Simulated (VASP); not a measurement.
Set up this calculation in VASP 6.6.1, as the native input.

```yaml
Task: single point
Functional: PBE
Potentials_or_basis: VASP PAW PBE potentials, release 64 (Ba_sv, V_sv, Tl_d, O)
Cutoff: 520 eV
k_mesh: 3 × 3 × 3
Occupations: fermi-dirac, width 0.05 eV
Spin: collinear spin, ferromagnetic start
Starting_moments: "[0.0, 0.0, 2.0, 2.0, 2.0, 0.0, 0.0, 0.0, 0.0, 0.0, 0.0, 0.0, 0.0, 0.0, 0.0, 0.0, 0.0, 0.0, 0.0, 0.0, 0.0, 0.0] μB"
Hubbard_terms: V d U = 3.0 eV
Dipole_correction: no
Further_INCAR_settings: LREAL = Auto; ALGO = Normal; EDIFF = 1e-06; NBANDS = 119
```

The structure of Ba2Tl5V3O12 lies in POSCAR:

```
Ba2Tl5V3O12
1.0
    8.1542100000      0.0000000000      0.0000000000
   -4.0771100000      7.0617600000      0.0000000000
    0.0000000000      0.0000000000      6.9212800000
Ba V Tl O
2 3 5 12
Direct
    0.0000000000      0.0000000000      0.2355200000
    0.0000000000      0.0000000000      0.7644800000
    0.5000000000      0.0000000000      0.0000000000
    0.0000000000      0.5000000000      0.0000000000
    0.5000000000      0.5000000000      0.0000000000
    0.5000000000      0.0000000000      0.5000000000
    0.0000000000      0.5000000000      0.5000000000
    0.5000000000      0.5000000000      0.5000000000
    0.3333300000      0.6666700000      0.2248900000
    0.6666700000      0.3333300000      0.7751100000
    0.3389000000      0.3433400000      0.8144400000
    0.6566600000      0.9955600000      0.8144400000
    0.0044400000      0.6611000000      0.8144400000
    0.3433400000      0.3389000000      0.1855600000
    0.9955600000      0.6566600000      0.1855600000
    0.6611000000      0.0044400000      0.1855600000
    0.6611000000      0.6566600000      0.1855600000
    0.3433400000      0.0044400000      0.1855600000
    0.9955600000      0.3389000000      0.1855600000
    0.6566600000      0.6611000000      0.8144400000
    0.0044400000      0.3433400000      0.8144400000
    0.3389000000      0.9955600000      0.8144400000
```

The input as run:

INCAR

```
  PREC = Accurate
  ENCUT = 520
  EDIFF = 1E-6
  ISMEAR = -1
  SIGMA = 0.05
  LREAL = Auto
  LASPH = T
  NELM = 150
  ALGO = Normal
  ISIF = 2
  LWAVE = F
  LCHARG = T
  ISPIN = 2
  MAGMOM = 0 0 2 2 2 0 0 0 0 0 0 0 0 0 0 0 0 0 0 0 0 0
  LORBIT = 11
  LMAXMIX = 4
  LDAU = T
  LDAUTYPE = 2
  LDAUL = -1 2 -1 -1
  LDAUU = 0 3 0 0
  LDAUJ = 0 0 0 0
  LDAUPRINT = 1
  GGA = PE
  LVHAR = T
  NBANDS = 119
  KPAR = 4
```

KPOINTS

```
regular mesh
0
Gamma
  3 3 3
```

Potentials or basis: VASP PAW PBE potentials, release 64 (Ba_sv, V_sv, Tl_d, O).

Run with:

```console
$ cat potpaw_PBE.64/Ba_sv/POTCAR potpaw_PBE.64/V_sv/POTCAR potpaw_PBE.64/Tl_d/POTCAR potpaw_PBE.64/O/POTCAR > POTCAR
$ mpirun -np 4 vasp_std > vasp.out
```

Results of the run:

```json
{
  "Pressure": "1.4 GPa",
  "Largest force": "0.288 eV/Å",
  "Band gap on the k mesh": "zero (filled and empty bands overlap)",
  "Net moment": "0.00 μB per cell",
  "Valence electrons inside the program's atomic spheres": "Ba 7.85; V 11.60; Tl 11.12, 11.26 (each value once); O 4.94"
}
```

Caveat: the moments typed at the start vanished in this run; spin-orbit coupling is left out, which moves the levels of the heavy elements.

It took 7.8 min on 4 MPI ranks on Intel(R) Xeon(R) 6975P-C (Granite Rapids), with other jobs on the host, peak memory 1.1 GiB a rank.
